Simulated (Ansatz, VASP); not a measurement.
Zn in VASP and in Ansatz

```
Zn
1.0
     2.72237    0.00000    0.00000
    -1.36118    2.35764    0.00000
     0.00000    0.00000    5.06340
Zn
2
Direct
  0.66667 0.33333 0.75000
  0.33333 0.66667 0.25000
```

Change from the starting cell: volume scaled by 1.06.

Alike in both runs: task single point; functional PBE; k mesh 11 × 11 × 6; occupations fermi-dirac, width 0.05 eV; no spin polarisation.

|  | VASP | Ansatz |
| --- | --- | --- |
| version | VASP 6.6.1 | Ansatz 0.2.0 |
| potentials or method | VASP PAW PBE potentials, release 64 (Zn), cutoff 520 eV | all-electron LAPW, scalar-relativistic |

Ansatz gave:

```
gap on the k mesh at the Fermi level (eV)                     : none
pressure (GPa)                                                : -4.2
traceless stress, the component that is largest in VASP (GPa) : 0.46
```

What did VASP give for the same quantities?

gap on the k mesh at the Fermi level (eV): none; pressure (GPa): -3.9; traceless stress, the component that is largest in VASP (GPa): 0.36.

A gap of «none» marks a metal or a gap that the smearing closes. Ansatz ran all-electron here, and VASP with PAW potentials.
